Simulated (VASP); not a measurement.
# Ta2AlC2N (Pmmm) in VASP: a series of runs

Runs on Ta2AlC2N. Level: PBE. Tasks: single point.

Everything below comes from runs of VASP 6.6.1. Logs are shortened: lines on timing, memory, paths and dates and some standing lists are left out, and cuts for length are marked.

### Step 1. The cell of the first run

Symmetry: Pmmm, No. 47, orthorhombic system. Conventional cell: a = 3.209 Å, b = 3.648 Å, c = 6.092 Å, α = 90.00°, β = 90.00°, γ = 90.00°. Ta (site symmetry mm2) has 4 C at 2.25 to 2.34 Å and 4 N at 2.84 Å and 4 Al at 2.90 Å and 1 Ta at 2.93 Å within 3.0 Å. Within 2.4 Å of Al (site symmetry mmm) lie 2 C at 1.82 Å. C (site symmetry mmm) has 2 N at 1.60 Å within 2.1 Å. Within 2.4 Å of C (site symmetry mmm) lie 2 Al at 1.82 Å and 4 Ta at 2.25 Å. Within 2.1 Å of N (site symmetry mmm) lie 2 C at 1.60 Å.

The cell was generated, and may not be a known phase.

### Step 2. Single point, PBE

Contents of INCAR:

```
SYSTEM = Ta2AlC2N
  ALGO = Normal
  EDIFF = 1E-6
  ENCUT = 520
  GGA = PE
  ISIF = 2
  ISMEAR = 0
  LASPH = .True.
  LCHARG = .False.
  LREAL = .False.
  LWAVE = .False.
  NBANDS = 28
  NELM = 100
  PREC = Accurate
  SIGMA = 0.1
```

Contents of KPOINTS:

```
k-points
0
Gamma
  6 4 4
  0 0 0
```

Contents of POSCAR:

```
Ta2AlC2N
1.0
    3.6482635945      0.0000000000      0.0000000000
    0.0000000000      3.2090503651      0.0000000000
    0.0000000000      0.0000000000      6.0922099173
Ta Al C N
2 1 2 1
Direct
    0.0000000000      0.0000000000      0.7401420421
    0.0000000000      0.0000000000      0.2598579579
    0.5000000000      0.5000000000      0.0000000000
    0.5000000000      0.0000000000      0.5000000000
    0.0000000000      0.5000000000      0.0000000000
    0.5000000000      0.5000000000      0.5000000000
```

Potentials or basis: VASP PAW PBE potentials, release 64 (Ta_pv, Al, C, N).

Command:

```sh
cat potpaw_PBE.64/Ta_pv/POTCAR potpaw_PBE.64/Al/POTCAR potpaw_PBE.64/C/POTCAR potpaw_PBE.64/N/POTCAR > POTCAR
mpirun -np 1 vasp_std > vasp.out
```

OUTCAR:

```text
SYSTEM = Ta2AlC2N
   EDIFF = 1E-6
   ENCUT = 520
   GGA = PE
   ISIF = 2
   ISMEAR = 0
   LASPH = .True.
   LREAL = .False.
   NELM = 100
   PREC = Accurate

 ion  position               nearest neighbor table
   1  0.000  0.000  0.740-   5 2.25   5 2.25   4 2.34   4 2.34   3 2.90   3 2.90   3 2.90   3 2.90
                             2 2.93   2 3.17
   2  0.000  0.000  0.260-   5 2.25   5 2.25   4 2.34   4 2.34   3 2.90   3 2.90   3 2.90   3 2.90
                             1 2.93   1 3.17
   3  0.500  0.500  0.000-   5 1.82   5 1.82   1 2.90   1 2.90   2 2.90   1 2.90   2 2.90   2 2.90
                             1 2.90   2 2.90
   4  0.500  0.000  0.500-   6 1.60   6 1.60   1 2.34   2 2.34   1 2.34   2 2.34
   5  0.000  0.500  0.000-   3 1.82   3 1.82   1 2.25   1 2.25   2 2.25   2 2.25
   6  0.500  0.500  0.500-   4 1.60   4 1.60

  LATTYP: Found a simple orthorhombic cell.
 ALAT       =     3.2090503651
 B/A-ratio  =     1.1368670415
 C/A-ratio  =     1.8984463390

  Lattice vectors:

 A1 = (   0.0000000000,  -3.2090503651,   0.0000000000)
 A2 = (   3.6482635945,   0.0000000000,   0.0000000000)
 A3 = (   0.0000000000,   0.0000000000,   6.0922099173)

Analysis of symmetry for initial positions (statically):
=====================================================================
 Subroutine PRICEL returns:
 Original cell was already a primitive cell.

 Routine SETGRP: Setting up the symmetry group for a
 simple orthorhombic supercell.

 Subroutine GETGRP returns: Found  8 space group operations
 (whereof  8 operations were pure point group operations)
 out of a pool of  8 trial point group operations.

The static configuration has the point symmetry D_2h.

Analysis of symmetry for dynamics (positions and initial velocities):
=====================================================================
 Subroutine PRICEL returns:
 Original cell was already a primitive cell.

 Routine SETGRP: Setting up the symmetry group for a
 simple orthorhombic supercell.

 Subroutine GETGRP returns: Found  8 space group operations
 (whereof  8 operations were pure point group operations)
 out of a pool of  8 trial point group operations.

The dynamic configuration has the point symmetry D_2h.

 Subroutine INISYM returns: Found  8 space group operations
 (whereof  8 operations are pure point group operations),
 and found     1 'primitive' translations

[... 93 lines left out ...]
   PREC   = accura    normal or accurate (medium, high low for compatibility)
   ISTART =      0    job   : 0-new  1-cont  2-samecut
   ICHARG =      2    charge: 1-file 2-atom 10-const
   ISPIN  =      1    spin polarized calculation?
   LNONCOLLINEAR =      F non collinear calculations
   LSORBIT =      F    spin-orbit coupling
   LASPH  =      T    aspherical Exc in radial PAW
   ENCUT  =  520.0 eV  38.22 Ry    6.18 a.u.   6.78  5.97 11.33*2*pi/ulx,y,z
   NELM   =    100;   NELMIN=  2; NELMDL= -5     # of ELM steps
   EDIFF  = 0.1E-05   stopping-criterion for ELM
   LREAL  =      F    real-space projection
[... 7 lines left out ...]
   TEBEG  =    0.0;   TEEND  =   0.0 temperature during run
   PSTRESS=    0.0 pullay stress
   NELECT =      38.0000    total number of electrons
   NUPDOWN=      -1.0000    fix difference up-down
   EMIN   =  10.00;   EMAX   =-10.00  energy-range for DOS
   EFERMI =   0.00;   METHOD = LEGACY
   ISMEAR =     0;   SIGMA  =   0.10  broadening in eV -4-tet -1-fermi 0-gaus
   EFERMI_NEDOS =   21; number of points for ismear=-14 and -15
   IALGO  =     38    algorithm
   IMIX   =      4    mixing-type and parameters
     AMIX     =   0.40;   BMIX     =  1.00
     AMIX_MAG =   1.60;   BMIX_MAG =  1.00
  volume/ion in A,a.u.               =      11.89        80.22
  Fermi-wavevector in a.u.,A,eV,Ry     =   1.327161  2.507970 23.964695  1.761355
  Thomas-Fermi vector in A             =   2.456494
   LORBIT       =      0    0 simple, 1 ext, 2 COOP (PROOUT), +10 PAW based schemes
   GGA     = PE    functional components
   LHFCALC =     F    Hartree Fock is set to
   AEXX    =    0.0000 exact exchange contribution
   IVDW    =     0    specifies the selected vdW correction
   LEPSILON=     F    determine dielectric tensor
   LRPA    =     F    only Hartree local field effects (RPA)
 non-spin polarized calculation
 Gauss-broadening in eV      SIGMA  =   0.10
  energy-cutoff  :      520.00
  volume of cell :       71.32
 maximum number of plane-waves:      1948
 NGX is ok and might be reduce to    28
   NGX = 13   NGY = 11   NGZ = 23

 number of electron      37.9999999 magnetization

 Free energy of the ion-electron system (eV)
  ---------------------------------------------------
  ext. energy  EPLUGINS =         0.00000000
  ---------------------------------------------------
  free energy    TOTEN  =       -49.09682977 eV

  energy without entropy =      -49.08049498  energy(sigma->0) =      -49.08866237

 E-fermi :   7.7299     XC(G=0): -12.1113

 val. band max:        7.7057026001   @ k =   0.3333   0.5000   0.0000
 cond. band min:       7.7376147319   @ k =   0.3333   0.5000   0.2500
 fundamental gap:      0.0319121318
 Fermi energy:         7.7299085114

 k-point     1 :       0.0000    0.0000    0.0000
  band No.  band energies     occupation
      1     -27.9320      2.00000
      2     -27.6162      2.00000
      3     -27.5983      2.00000
      4     -27.5531      2.00000
      5     -27.5428      2.00000
      6     -27.4086      2.00000
[... 733 lines left out ...]
     27      11.8343      0.00000
     28      13.4159      0.00000

 [... further k-points ...]
[... 5 lines left out ...]
  --------------------------------------------------------------------------------------
  -------------------------------------------------------------------------------------
  Total        0.1733439     -0.0477343      0.0732824     -0.0000000      0.0000000      0.0000000
  in kB        3.8938699     -1.0722677      1.6461627     -0.0000000      0.0000000      0.0000000
  external PRESSURE =       1.4892550 kB  Pullay stress =       0.0000000 kB

 VOLUME and BASIS-vectors are now :
 -----------------------------------------------------------------------------
  energy-cutoff  :      520.00
  volume of cell :       71.32
      direct lattice vectors                 reciprocal lattice vectors
     3.648263594  0.000000000  0.000000000     0.274103001  0.000000000  0.000000000
     0.000000000  3.209050365  0.000000000     0.000000000  0.311618668  0.000000000
     0.000000000  0.000000000  6.092209917     0.000000000  0.000000000  0.164144048

 POSITION                                       TOTAL-FORCE (eV/Angst)
 -----------------------------------------------------------------------------------
      0.00000      0.00000      4.50910         0.000000      0.000000      0.014137
      0.00000      0.00000      1.58311         0.000000      0.000000     -0.014137
      1.82413      1.60453      0.00000         0.000000      0.000000      0.000000
      1.82413      0.00000      3.04610         0.000000      0.000000      0.000000
      0.00000      1.60453      0.00000         0.000000      0.000000      0.000000
      1.82413      1.60453      3.04610         0.000000      0.000000      0.000000
 -----------------------------------------------------------------------------------
    total drift:                               -0.000000     -0.000000      0.000000

  FREE ENERGIE OF THE ION-ELECTRON SYSTEM (eV)
  ---------------------------------------------------
  free  energy   TOTEN  =       -49.0968297662 eV

  energy  without entropy=      -49.0804949783  energy(sigma->0) =      -49.08866237
```

OSZICAR:

```text
N       E                     dE             d eps       ncg     rms          rms(c)
DAV:   1     0.276220024292E+03    0.27622E+03   -0.19893E+04  2016   0.134E+03
DAV:   2    -0.392262503327E+02   -0.31545E+03   -0.30612E+03  2320   0.364E+02
DAV:   3    -0.566280271165E+02   -0.17402E+02   -0.16958E+02  2676   0.767E+01
DAV:   4    -0.569670266357E+02   -0.33900E+00   -0.33703E+00  2476   0.108E+01
DAV:   5    -0.569728497295E+02   -0.58231E-02   -0.58154E-02  2548   0.139E+00    0.256E+01
DAV:   6    -0.501088863812E+02    0.68640E+01   -0.53673E+01  2640   0.318E+01    0.105E+01
DAV:   7    -0.493458535890E+02    0.76303E+00   -0.89817E+00  2532   0.130E+01    0.753E+00
DAV:   8    -0.491210851718E+02    0.22477E+00   -0.11625E+00  2516   0.548E+00    0.431E+00
DAV:   9    -0.491001346992E+02    0.20950E-01   -0.17151E-01  2300   0.242E+00    0.582E-01
DAV:  10    -0.490969447617E+02    0.31899E-02   -0.13285E-02  2472   0.640E-01    0.235E-01
DAV:  11    -0.490968355433E+02    0.10922E-03   -0.23247E-03  2420   0.281E-01    0.770E-02
DAV:  12    -0.490968299660E+02    0.55773E-05   -0.10626E-04  2420   0.622E-02    0.250E-02
DAV:  13    -0.490968296549E+02    0.31109E-06   -0.12158E-05  2612   0.220E-02    0.658E-03
DAV:  14    -0.490968297662E+02   -0.11127E-06   -0.13135E-06  1456   0.731E-03
   1 F= -.49096830E+02 E0= -.49088662E+02  d E =-.163348E-01
```

Run time: 40 s. Hardware: 1 thread of Intel Xeon Platinum 8488C (Sapphire Rapids), shared host; peak memory 0.22 GiB.

Results:

```
Free energy            : -49.0968 eV
Pressure               : 0.1 GPa
Largest force          : 0.014 eV/Å
Band gap on the k mesh : zero (bands 19 and 20 overlap by 1.36 eV)
```

Forces in eV/Å, atoms in the order of the input:
```
Ta   0.000  0.000  0.014
Ta   0.000  0.000 -0.014
Al   0.000  0.000  0.000
C    0.000  0.000  0.000
C    0.000  0.000  0.000
N    0.000  0.000  0.000
```

Caveat: the k points lie up to 0.49 Å⁻¹ apart, too coarse for converged energies and pressures of a metal; spin-orbit coupling is left out, which moves the levels of the heavy elements.

### Step 3. Single point, PBE

This run uses another cell than the first one, of 14.64 Å³/atom.

Contents of INCAR:

```
SYSTEM = Ta2AlC2N
PREC = Accurate ; ENCUT = 520
EDIFF = 1E-6 ; ISMEAR = 0
SIGMA = 0.1 ; LREAL = .FALSE.
LASPH = .TRUE. ; NELM = 100
ALGO = Normal ; ISIF = 2
LWAVE = .FALSE. ; LCHARG = .FALSE.
GGA = PE ; NBANDS = 28
```

Contents of KPOINTS:

```
regular mesh
0
G
  6 4 4
  0 0 0
```

Contents of POSCAR:

```
Ta2AlC2N
1.0
    3.4610245000      0.0000000000      0.0000000000
    0.0000000000      3.8401309600      0.0000000000
    0.0000000000      0.0000000000      6.6083355400
Ta Al C N
2 1 2 1
Direct
    0.0000000000      0.0000000000      0.7470539800
    0.0000000000      0.0000000000      0.2529460200
    0.5000000000      0.5000000000      0.0000000000
    0.5000000000      0.0000000000      0.5000000000
    0.0000000000      0.5000000000      0.0000000000
    0.5000000000      0.5000000000      0.5000000000
```

Potentials or basis: VASP PAW PBE potentials, release 64 (Ta_pv, Al, C, N).

Command:

```sh
cat potpaw_PBE.64/Ta_pv/POTCAR potpaw_PBE.64/Al/POTCAR potpaw_PBE.64/C/POTCAR potpaw_PBE.64/N/POTCAR > POTCAR
mpirun -np 1 vasp_std > vasp.out
```

Wall time 61 s (1 thread of Intel Xeon Platinum 8488C (Sapphire Rapids), shared host); peak memory 0.25 GiB.

It converged, with:

- Free energy: -46.5917 eV
- Pressure: -21.5 GPa
- Largest force: 1.066 eV/Å
- Band gap on the k mesh: zero (bands 19 and 20 overlap by 0.98 eV)

Forces on the atoms (eV/Å):
```
Ta   0.000  0.000 -1.066
Ta   0.000  0.000  1.066
Al   0.000  0.000  0.000
C    0.000  0.000  0.000
C    0.000  0.000  0.000
N    0.000  0.000  0.000
```

Stress tensor (GPa, compression positive):
```
 -1.44   0.00   0.00
  0.00 -28.43   0.00
  0.00   0.00 -34.68
```

Levels at points of the mesh, in eV from the Fermi level:
| k point | band 17 | band 18 | band 19 | band 20 | band 21 | band 22 |
| --- | --- | --- | --- | --- | --- | --- |
| (0.00, 0.00, 0.00) | -1.77 | -0.96 | -0.28 | 0.09 | 0.91 | 0.96 |
| (0.50, 0.00, 0.00) | -1.39 | -0.46 | -0.38 | 0.08 | 1.05 | 1.24 |
| (0.00, 0.50, 0.00) | -1.73 | -0.31 | -0.11 | 0.46 | 1.32 | 1.61 |
| (0.50, 0.50, 0.00) | -3.17 | -0.16 | 0.46 | 0.99 | 1.13 | 1.36 |
| (0.00, 0.00, 0.50) | -1.71 | -0.12 | 0.01 | 0.13 | 0.73 | 1.08 |
| (0.50, 0.00, 0.50) | -1.05 | -1.02 | -0.82 | -0.47 | 0.16 | 0.41 |
| (0.00, 0.50, 0.50) | -1.65 | -0.02 | 0.12 | 0.41 | 0.86 | 1.23 |
| (0.50, 0.50, 0.50) | -2.59 | -2.07 | 0.16 | 1.11 | 1.43 | 1.51 |

Caveat: the k points lie up to 0.41 Å⁻¹ apart, too coarse for converged energies and pressures of a metal; spin-orbit coupling is left out, which moves the levels of the heavy elements; forces of over 1 eV/Å act on the atoms, so gaps and moduli don't describe the material at rest.

### Step 4. Single point, PBE

Contents of INCAR:

```
PREC = Accurate ; ENCUT = 520
EDIFF = 1E-7 ; ISMEAR = 0
SIGMA = 0.1 ; LREAL = False
LASPH = True ; NELM = 60
ALGO = Normal ; ISIF = 2
LWAVE = False ; LCHARG = False
GGA = PE ; NBANDS = 28
```

Contents of KPOINTS:

```
regular mesh
0
Gamma
  6 6 4
```

Contents of POSCAR:

```
Ta2AlC2N
1.0
    3.2042354679      0.0000000000      0.0000000000
    0.0000000000      3.6521710392      0.0000000000
    0.0000000000      0.0000000000      6.0864745681
Ta Al C N
2 1 2 1
Direct
    0.0000000000      0.0000000000      0.7383300271
    0.0000000000      0.0000000000      0.2616699729
    0.5000000000      0.5000000000      0.0000000000
    0.0000000000      0.5000000000      0.5000000000
    0.5000000000      0.0000000000      0.0000000000
    0.5000000000      0.5000000000      0.5000000000
```

Command:

```sh
cat potpaw_PBE.64/Ta_pv/POTCAR potpaw_PBE.64/Al/POTCAR potpaw_PBE.64/C/POTCAR potpaw_PBE.64/N/POTCAR > POTCAR
mpirun -np 1 vasp_std > vasp.out
```

Wall time 53 s (1 thread of Intel Xeon Platinum 8488C (Sapphire Rapids), shared host); peak memory 0.24 GiB.

The run converged. Its results:

```yaml
Free_energy: -48.9598 eV
Pressure: 0.2 GPa
Band_gap_on_the_k_mesh: zero (bands 19 and 20 overlap by 1.31 eV)
```

Forces on the atoms (eV/Å):
```
Ta   0.000  0.000  0.002
Ta   0.000  0.000 -0.002
Al   0.000  0.000  0.000
C    0.000  0.000  0.000
C    0.000  0.000  0.000
N    0.000  0.000  0.000
```

Stress tensor (GPa, compression positive):
```
-0.06  0.00  0.00
 0.00  0.39  0.00
 0.00  0.00  0.29
```

Levels at points of the mesh, in eV from the Fermi level:
| k point | band 17 | band 18 | band 19 | band 20 | band 21 | band 22 |
| --- | --- | --- | --- | --- | --- | --- |
| (0.00, 0.00, 0.00) | -2.31 | -0.84 | -0.74 | 0.61 | 1.16 | 1.39 |
| (0.50, 0.00, 0.00) | -2.63 | -0.83 | -0.59 | 0.95 | 1.55 | 1.92 |
| (0.00, 0.50, 0.00) | -1.48 | 0.35 | 0.52 | 0.62 | 0.71 | 1.81 |
| (0.50, 0.50, 0.00) | -3.36 | 0.27 | 0.71 | 1.01 | 1.44 | 2.29 |
| (0.00, 0.00, 0.50) | -2.44 | -1.02 | 0.07 | 0.92 | 1.17 | 1.23 |
| (0.50, 0.00, 0.50) | -1.47 | -0.28 | -0.16 | -0.09 | 0.73 | 1.01 |
| (0.00, 0.50, 0.50) | -1.77 | -0.88 | 0.01 | 0.45 | 0.73 | 0.89 |
| (0.50, 0.50, 0.50) | -3.37 | -2.55 | 0.19 | 1.12 | 2.04 | 2.36 |

Caveat: spin-orbit coupling is left out, which moves the levels of the heavy elements.

### Step 5. Single point, PBE

This run uses another cell than the first one, of 11.86 Å³/atom.

Contents of INCAR:

```
PREC = Accurate
ENCUT = 520
EDIFF = 1E-7
ISMEAR = 0
SIGMA = 0.1
LREAL = False
LASPH = True
NELM = 80
ALGO = Normal
ISIF = 2
LWAVE = False
LCHARG = False
GGA = PE
NBANDS = 28
```

Contents of KPOINTS:

```
regular mesh
0
Gamma
  12 10 6
```

Contents of POSCAR:

```
Ta2AlC2N
1.0
    3.2061798979      0.0000000000      0.0000000000
    0.0000000000      3.6523739003      0.0000000000
    0.0000000000      0.0000000000      6.0775740883
Ta Al C N
2 1 2 1
Direct
    0.0000000000      0.0000000000      0.7389416609
    0.0000000000      0.0000000000      0.2610583391
    0.5000000000      0.5000000000      0.0000000000
    0.0000000000      0.5000000000      0.5000000000
    0.5000000000      0.0000000000      0.0000000000
    0.5000000000      0.5000000000      0.5000000000
```

Command:

```sh
cat potpaw_PBE.64/Ta_pv/POTCAR potpaw_PBE.64/Al/POTCAR potpaw_PBE.64/C/POTCAR potpaw_PBE.64/N/POTCAR > POTCAR
mpirun -np 1 vasp_std > vasp.out
```

Wall time 2.9 min (1 thread of Intel Xeon Platinum 8488C (Sapphire Rapids), shared host); peak memory 0.42 GiB.

It converged, with:

```
Free energy            : -48.9907 eV
Pressure               : 0.2 GPa
Band gap on the k mesh : zero (bands 19 and 20 overlap by 1.42 eV)
```

Forces in eV/Å, atoms in the order of the input:
```
Ta   0.000  0.000  0.003
Ta   0.000  0.000 -0.003
Al   0.000  0.000  0.000
C    0.000  0.000  0.000
C    0.000  0.000  0.000
N    0.000  0.000  0.000
```

Stress tensor (GPa, compression positive):
```
0.15 0.00 0.00
0.00 0.28 0.00
0.00 0.00 0.29
```

Levels at points of the mesh, in eV from the Fermi level:
```csv
k point,band 16,band 17,band 18,band 19,band 20,band 21,band 22,band 23
"(0.00, 0.00, 0.00)",-4.02,-2.32,-0.82,-0.74,0.60,1.15,1.40,1.88
"(0.50, 0.00, 0.00)",-3.69,-2.65,-0.83,-0.59,0.93,1.56,1.92,1.93
"(0.00, 0.50, 0.00)",-3.37,-1.45,0.35,0.49,0.63,0.69,1.79,1.92
"(0.50, 0.50, 0.00)",-3.72,-3.37,0.25,0.73,1.03,1.43,2.26,2.32
"(0.00, 0.00, 0.50)",-3.45,-2.44,-1.02,0.06,0.92,1.18,1.22,1.48
"(0.50, 0.00, 0.50)",-4.40,-1.47,-0.30,-0.16,-0.08,0.71,1.00,1.35
"(0.00, 0.50, 0.50)",-2.20,-1.75,-0.86,-0.01,0.46,0.74,0.89,1.28
"(0.50, 0.50, 0.50)",-3.94,-3.38,-2.56,0.20,1.13,2.03,2.35,2.37
```

Caveat: spin-orbit coupling is left out, which moves the levels of the heavy elements.

### Step 6. Summary

| cell | k mesh | gap on the mesh (eV) | pressure (GPa) | largest force (eV/Å) |
| --- | --- | --- | --- | --- |
| a = 3.648, b = 3.209, c = 6.092 Å, 6 atoms, atomic positions A | 6 × 4 × 4 | none | 0.1 | 0.01 |
| a = 3.461, b = 3.840, c = 6.608 Å, 6 atoms, atomic positions B | 6 × 4 × 4 | none | -21.5 | 1.07 |
| a = 3.204, b = 3.652, c = 6.086 Å, 6 atoms, atomic positions C | 6 × 6 × 4 | none | 0.2 | - |
| a = 3.206, b = 3.652, c = 6.078 Å, 6 atoms, atomic positions D | 12 × 10 × 6 | none | 0.2 | - |

Alike in all rows: task single point; level PBE; potentials or basis VASP PAW PBE potentials, release 64 (Ta_pv, Al, C, N); no spin polarisation; cutoff (eV) 520; smearing gaussian 0.1 eV.

Caveats: some runs use coarse meshes; spin-orbit coupling is left out, which moves the levels of the heavy elements; forces of over 1 eV/Å act on the atoms, so gaps and moduli don't describe the material at rest (at least some runs).

Total energies depend on the potentials used, so only differences within one code and one set of settings carry meaning.

The gap in the log of VASP goes by the Fermi energy; the results here count the filled bands.